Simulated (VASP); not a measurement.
# Ge in VASP: further runs

The runs below take Ge through single point, with PBE.

All numbers are computed with VASP 6.6.1; they aren't measurements. Logs are shortened: lines on timing, memory, paths and dates and some standing lists are left out, and cuts for length are marked.

### 1 The cell of the first run

It takes space group I4_1/amd (No. 141, tetragonal). Conventional cell: a = 4.100 Å, b = 4.100 Å, c = 5.658 Å, α = 90.00°, β = 90.00°, γ = 90.00°. Ge (site symmetry -4m2) has 4 Ge at 2.49 Å within 3.3 Å.

### 2 Single point, PBE (strain +0.025 along x and y, +0.000 along z)

Contents of INCAR:

```
PREC     = Accurate       # precision mode
ENCUT    = 520            # plane-wave cutoff, eV
EDIFF    = 1E-6           # SCF threshold, eV
ISMEAR   = 0              # smearing method
SIGMA    = 0.15           # smearing width, eV
LREAL    = F              # projectors in reciprocal space
LASPH    = T              # aspherical terms in the spheres
NELM     = 80             # most SCF steps
ALGO     = Normal         # electronic algorithm
ISIF     = 2              # what is computed and relaxed
LWAVE    = F              # write WAVECAR
LCHARG   = T              # write CHGCAR
GGA      = PE             # functional
LELF     = T              # ELF
LVHAR    = T            
NBANDS   = 21             # bands
```

Contents of KPOINTS:

```
regular mesh
0
Gamma
  14 14 14
```

Contents of POSCAR:

```
Ge
1.0
    0.0000000000      2.8994892500      2.8287700000
    2.8994892500      0.0000000000      2.8287700000
    2.8994892500      2.8994892500      0.0000000000
Ge
2
Direct
    0.5000000000      0.5000000000      0.5000000000
    0.7500000000      0.7500000000      0.7500000000
```

Potentials or basis: VASP PAW PBE potentials, release 64 (Ge_d).

Started as:

```console
> cat potpaw_PBE.64/Ge_d/POTCAR > POTCAR
> mpirun -np 1 vasp_std > vasp.out
```

OUTCAR:

```text
PREC = Accurate
   ENCUT = 520
   EDIFF = 1E-6
   ISMEAR = 0
   LREAL = F
   LASPH = T
   NELM = 80
   ISIF = 2
   GGA = PE

 ion  position               nearest neighbor table
   1  0.500  0.500  0.500-   2 2.49   2 2.49   2 2.49   2 2.49
   2  0.750  0.750  0.750-   1 2.49   1 2.49   1 2.49   1 2.49

  LATTYP: Found a body centered tetragonal cell.
 ALAT       =     4.1004970213
 C/A-ratio  =     1.3797205487

  Lattice vectors:

 A1 = (   0.0000000000,  -2.8994892500,  -2.8287700000)
 A2 = (   0.0000000000,   2.8994892500,  -2.8287700000)
 A3 = (   2.8994892500,   0.0000000000,   2.8287700000)

Analysis of symmetry for initial positions (statically):
=====================================================================
 Subroutine PRICEL returns:
 Original cell was already a primitive cell.

 Routine SETGRP: Setting up the symmetry group for a
 body centered tetragonal supercell.

 Subroutine GETGRP returns: Found 16 space group operations
 (whereof  8 operations were pure point group operations)
 out of a pool of 16 trial point group operations.

The static configuration has the point symmetry D_2d.
 The point group associated with its full space group is D_4h.

Analysis of symmetry for dynamics (positions and initial velocities):
=====================================================================
 Subroutine PRICEL returns:
 Original cell was already a primitive cell.

 Routine SETGRP: Setting up the symmetry group for a
 body centered tetragonal supercell.

 Subroutine GETGRP returns: Found 16 space group operations
 (whereof  8 operations were pure point group operations)
 out of a pool of 16 trial point group operations.

The dynamic configuration has the point symmetry D_2d.
 The point group associated with its full space group is D_4h.

 Subroutine INISYM returns: Found 16 space group operations
 (whereof  8 operations are pure point group operations),
 and found     1 'primitive' translations

----------------------------------------------------------------------------------------

                                     Primitive cell

  volume of cell :      47.5632

  direct lattice vectors                    reciprocal lattice vectors
     0.000000000  2.899489250  2.828770000    -0.172444164  0.172444164  0.176755268
     2.899489250  0.000000000  2.828770000     0.172444164 -0.172444164  0.176755268
     2.899489250  2.899489250  0.000000000     0.172444164  0.172444164 -0.176755268

  length of vectors
     4.050799628  4.050799628  4.100497021     0.301191640  0.301191640  0.301191640

  position of ions in fractional coordinates (direct lattice)
     0.500000000  0.500000000  0.500000000
     0.750000000  0.750000000  0.750000000

  ion indices of the primitive-cell ions
   primitive index   ion index
                 1           1
                 2           2

----------------------------------------------------------------------------------------

 KPOINTS: regular mesh

Automatic generation of k-mesh.
 Grid dimensions read from file:
 generate k-points for:   14   14   14

 Generating k-lattice:

  Cartesian coordinates                     Fractional coordinates (reciprocal lattice)
    -0.012317440  0.012317440  0.012625376     0.071428571  0.000000000  0.000000000
     0.012317440 -0.012317440  0.012625376     0.000000000  0.071428571  0.000000000
     0.012317440  0.012317440 -0.012625376    -0.000000000 -0.000000000  0.071428571

  Length of vectors
     0.021513689  0.021513689  0.021513689

  Shift w.r.t. Gamma in fractional coordinates (k-lattice)
     0.000000000  0.000000000  0.000000000

 Subroutine IBZKPT returns following result:
 ===========================================

 Found    244 irreducible k-points:

 Following reciprocal coordinates:
            Coordinates               Weight
  0.000000  0.000000  0.000000      1.000000
  0.071429 -0.000000  0.000000      8.000000
  0.142857  0.000000  0.000000      8.000000
  0.214286  0.000000  0.000000      8.000000
  0.285714 -0.000000  0.000000      8.000000
  0.357143  0.000000  0.000000      8.000000
[... 16 lines left out ...]
  0.214286  0.142857  0.000000      8.000000
  0.285714  0.142857  0.000000      8.000000
 [... further k-points ...]
   k-points           NKPTS =    244   k-points in BZ     NKDIM =    244   number of bands    NBANDS=     21
   number of dos      NEDOS =    301   number of ions     NIONS =      2
   total plane-waves  NPLWV =  27000
   dimension x,y,z NGX =    30 NGY =   30 NGZ =   30
   dimension x,y,z NGXF=    60 NGYF=   60 NGZF=   60
   ions per type =               2
   NGX,Y,Z   is equivalent  to a cutoff of  12.31, 12.31, 12.16 a.u.
   NGXF,Y,Z  is equivalent  to a cutoff of  24.62, 24.62, 24.33 a.u.
 SYSTEM =  unknown system
   PREC   = accura    normal or accurate (medium, high low for compatibility)
   ISTART =      0    job   : 0-new  1-cont  2-samecut
   ICHARG =      2    charge: 1-file 2-atom 10-const
   ISPIN  =      1    spin polarized calculation?
   LNONCOLLINEAR =      F non collinear calculations
   LSORBIT =      F    spin-orbit coupling
   LASPH  =      T    aspherical Exc in radial PAW
   ENCUT  =  520.0 eV  38.22 Ry    6.18 a.u.   7.53  7.53  7.62*2*pi/ulx,y,z
   NELM   =     80;   NELMIN=  2; NELMDL= -5     # of ELM steps
   EDIFF  = 0.1E-05   stopping-criterion for ELM
   LREAL  =      F    real-space projection
   EDIFFG = 0.1E-04   stopping-criterion for IOM
   NSW    =      0    number of steps for IOM
   IBRION =     -1    ionic relax: 0-MD 1-quasi-New 2-CG
   NFREE  =      0    steps in history (QN), initial steepest desc. (CG)
   ISIF   =      2    stress and relaxation
   ISYM   =      2    0-nonsym 1-usesym 2-fastsym
   POTIM  = 0.5000    time-step for ionic-motion
   TEBEG  =    0.0;   TEEND  =   0.0 temperature during run
   PSTRESS=    0.0 pullay stress
   NELECT =      28.0000    total number of electrons
   NUPDOWN=      -1.0000    fix difference up-down
   EMIN   =  10.00;   EMAX   =-10.00  energy-range for DOS
   EFERMI =   0.00;   METHOD = LEGACY
   ISMEAR =     0;   SIGMA  =   0.15  broadening in eV -4-tet -1-fermi 0-gaus
   EFERMI_NEDOS =   21; number of points for ismear=-14 and -15
   IALGO  =     38    algorithm
   IMIX   =      4    mixing-type and parameters
     AMIX     =   0.40;   BMIX     =  1.00
     AMIX_MAG =   1.60;   BMIX_MAG =  1.00
  volume/ion in A,a.u.               =      23.78       160.49
  Fermi-wavevector in a.u.,A,eV,Ry     =   1.372052  2.592803 25.613337  1.882527
  Thomas-Fermi vector in A             =   2.497694
   LORBIT       =      0    0 simple, 1 ext, 2 COOP (PROOUT), +10 PAW based schemes
   GGA     = PE    functional components
   LHFCALC =     F    Hartree Fock is set to
   AEXX    =    0.0000 exact exchange contribution
   IVDW    =     0    specifies the selected vdW correction
   LEPSILON=     F    determine dielectric tensor
   LRPA    =     F    only Hartree local field effects (RPA)
 non-spin polarized calculation
 Gauss-broadening in eV      SIGMA  =   0.15
  energy-cutoff  :      520.00
  volume of cell :       47.56
 maximum number of plane-waves:      1302
   NGX = 15   NGY = 15   NGZ = 15

 number of electron      27.9999987 magnetization

 Free energy of the ion-electron system (eV)
  ---------------------------------------------------
  ext. energy  EPLUGINS =         0.00000000
  ---------------------------------------------------
  free energy    TOTEN  =        -9.03301659 eV

  energy without entropy =       -9.03209837  energy(sigma->0) =       -9.03255748

 E-fermi :   4.5366     XC(G=0):  -9.6947

 val. band max:        4.4671233289   @ k =   0.0714  -0.0000   0.0000
 cond. band min:       4.5531352216   @ k =   0.5000   0.0000   0.0000
 fundamental gap:      0.0860118927
 Fermi energy:         4.5365768174

 k-point     1 :       0.0000    0.0000    0.0000
  band No.  band energies     occupation
      1     -20.2310      2.00000
      2     -20.2262      2.00000
      3     -20.2262      2.00000
      4     -20.1959      2.00000
      5     -20.1947      2.00000
      6     -20.0135      2.00000
[... 13 lines left out ...]
     20      13.6412      0.00000
     21      14.0918      0.00000

 k-point     2 :       0.0714   -0.0000    0.0000
  band No.  band energies     occupation
      1     -20.2329      2.00000
      2     -20.2290      2.00000
      3     -20.2264      2.00000
      4     -20.1919      2.00000
      5     -20.1910      2.00000
      6     -20.0176      2.00000
[... 13 lines left out ...]
     20      13.2465      0.00000
     21      13.6119      0.00000

 k-point     3 :       0.1429    0.0000    0.0000
  band No.  band energies     occupation
      1     -20.2381      2.00000
      2     -20.2345      2.00000
      3     -20.2249      2.00000
      4     -20.1835      2.00000
      5     -20.1829      2.00000
      6     -20.0257      2.00000
[... 13 lines left out ...]
     20      12.7724      0.00000
     21      13.0538      0.00000

 k-point     4 :       0.2143    0.0000    0.0000
  band No.  band energies     occupation
      1     -20.2435      2.00000
      2     -20.2396      2.00000
      3     -20.2220      2.00000
      4     -20.1745      2.00000
      5     -20.1742      2.00000
      6     -20.0334      2.00000
[... 13 lines left out ...]
     20      12.6284      0.00000
     21      12.8497      0.00000

 k-point     5 :       0.2857   -0.0000    0.0000
  band No.  band energies     occupation
      1     -20.2477      2.00000
      2     -20.2432      2.00000
      3     -20.2185      2.00000
      4     -20.1670      2.00000
      5     -20.1669      2.00000
      6     -20.0395      2.00000
[... 13 lines left out ...]
     20      12.9410      0.00000
     21      13.0212      0.00000

 k-point     6 :       0.3571    0.0000    0.0000
  band No.  band energies     occupation
      1     -20.2504      2.00000
      2     -20.2453      2.00000
      3     -20.2154      2.00000
      4     -20.1621      2.00000
      5     -20.1617      2.00000
      6     -20.0434      2.00000
[... 13 lines left out ...]
     20      13.6409      0.00000
     21      13.6914      0.00000

 k-point     7 :       0.4286    0.0000    0.0000
  band No.  band energies     occupation
      1     -20.2519      2.00000
      2     -20.2463      2.00000
      3     -20.2131      2.00000
      4     -20.1594      2.00000
      5     -20.1589      2.00000
      6     -20.0454      2.00000
[... 13 lines left out ...]
     20      14.6085      0.00000
     21      14.7454      0.00000
[... 291 lines left out ...]
      1     -20.2400      2.00000
      2     -20.2398      2.00000
      3     -20.2246      2.00000
      4     -20.1798      2.00000
      5     -20.1746      2.00000
      6     -20.0337      2.00000
[... 13 lines left out ...]
     20      12.3808      0.00000
     21      12.9911      0.00000

 k-point    21 :      -0.0714    0.0714    0.0000
  band No.  band energies     occupation
      1     -20.2347      2.00000
      2     -20.2342      2.00000
      3     -20.2268      2.00000
      4     -20.1871      2.00000
      5     -20.1844      2.00000
      6     -20.0254      2.00000
[... 13 lines left out ...]
     20      12.5968      0.00000
     21      13.2448      0.00000

 k-point    22 :       0.1429    0.1429    0.0000
  band No.  band energies     occupation
      1     -20.2349      2.00000
      2     -20.2322      2.00000
      3     -20.2322      2.00000
      4     -20.1856      2.00000
      5     -20.1722      2.00000
      6     -20.0428      2.00000
[... 13 lines left out ...]
     20      12.3723      0.00000
     21      13.9904      0.00000

 k-point    23 :       0.2143    0.1429    0.0000
  band No.  band energies     occupation
      1     -20.2413      2.00000
      2     -20.2358      2.00000
      3     -20.2280      2.00000
      4     -20.1788      2.00000
      5     -20.1623      2.00000
      6     -20.0540      2.00000
[... 13 lines left out ...]
     20      13.1229      0.00000
     21      13.9814      0.00000

 k-point    24 :       0.2857    0.1429    0.0000
  band No.  band energies     occupation
      1     -20.2489      2.00000
      2     -20.2399      2.00000
      3     -20.2203      2.00000
      4     -20.1705      2.00000
      5     -20.1533      2.00000
      6     -20.0628      2.00000
[... 13 lines left out ...]
     20      13.6929      0.00000
     21      14.1116      0.00000

 [... further k-points ...]
[... 5 lines left out ...]
  --------------------------------------------------------------------------------------
  -------------------------------------------------------------------------------------
  Total       -0.0951666     -0.0951666      0.3743167      0.0000000      0.0000000      0.0000000
  in kB       -3.2057133     -3.2057133     12.6089579      0.0000000      0.0000000      0.0000000
  external PRESSURE =       2.0658438 kB  Pullay stress =       0.0000000 kB

 VOLUME and BASIS-vectors are now :
 -----------------------------------------------------------------------------
  energy-cutoff  :      520.00
  volume of cell :       47.56
      direct lattice vectors                 reciprocal lattice vectors
     0.000000000  2.899489250  2.828770000    -0.172444164  0.172444164  0.176755268
     2.899489250  0.000000000  2.828770000     0.172444164 -0.172444164  0.176755268
     2.899489250  2.899489250  0.000000000     0.172444164  0.172444164 -0.176755268

 POSITION                                       TOTAL-FORCE (eV/Angst)
 -----------------------------------------------------------------------------------
      2.89949      2.89949      2.82877        -0.000000     -0.000000      0.000000
      4.34923      4.34923      4.24315         0.000000      0.000000     -0.000000
 -----------------------------------------------------------------------------------
    total drift:                                0.000000     -0.000000     -0.000000

  FREE ENERGIE OF THE ION-ELECTRON SYSTEM (eV)
  ---------------------------------------------------
  free  energy   TOTEN  =        -9.0330165912 eV

  energy  without entropy=       -9.0320983733  energy(sigma->0) =       -9.03255748
```

Run time: 2.8 min. Hardware: 1 thread of Intel Xeon Platinum 8259CL at 2.50GHz (Skylake/Cascade Lake), shared host; peak memory 0.31 GiB.

What came out:

```yaml
Free_energy: -9.0330 eV
Pressure: 0.2 GPa
Band_gap_on_the_k_mesh: 0.09 eV, indirect (least direct gap 0.18 eV)
```

Caveat: the cell differs from its parent crystal (strain +0.025 along x and y, +0.000 along z).

### 3 Single point, PBE (strain -0.050 along x and y, -0.050 along z)

Contents of INCAR:

```
SYSTEM = Ge
  ALGO = Normal
  EDIFF = 1E-6
  ENCUT = 520
  GGA = PE
  ISIF = 2
  ISMEAR = 0
  LASPH = .TRUE.
  LCHARG = .FALSE.
  LREAL = .FALSE.
  LWAVE = .FALSE.
  NBANDS = 21
  NELM = 60
  PREC = Accurate
  SIGMA = 0.15
```

Contents of KPOINTS:

```
k-points
0
G
  14 14 14
  0 0 0
```

Contents of POSCAR:

```
Ge
1.0
    0.0000000000      2.6873315000      2.6873315000
    2.6873315000      0.0000000000      2.6873315000
    2.6873315000      2.6873315000      0.0000000000
Ge
2
Direct
    0.5000000000      0.5000000000      0.5000000000
    0.7500000000      0.7500000000      0.7500000000
```

Potentials or basis: VASP PAW PBE potentials, release 64 (Ge_d).

Started as:

```console
> cat potpaw_PBE.64/Ge_d/POTCAR > POTCAR
> mpirun -np 1 vasp_std > vasp.out
```

Run time: 35 s. Hardware: 1 thread of Intel Xeon 6975P-C (Granite Rapids), shared host; peak memory 0.19 GiB.

Results (log left out):

- Free energy: -8.5731 eV
- Pressure: 20.2 GPa
- Band gap on the k mesh: 0.32 eV, indirect (least direct gap 1.52 eV)

Levels at points of the mesh, in eV from the valence-band top:
```tsv
k point	band 10	band 11	band 12	band 13	band 14	band 15	band 16	band 17	band 18	band 19
(0.00, 0.00, 0.00)	-24.72	-14.06	0.00	0.00	0.00	1.52	2.60	2.60	2.60	6.78
(0.50, 0.00, 0.00)	-24.69	-11.55	-8.43	-1.67	-1.67	0.70	3.79	3.79	7.14	11.63
(0.50, 0.50, 0.00)	-24.67	-9.54	-9.54	-3.66	-3.66	0.51	0.51	10.85	10.85	13.27
```

Caveat: the cell differs from its parent crystal (strain -0.050 along x and y, -0.050 along z). A k mesh can miss the band edges.
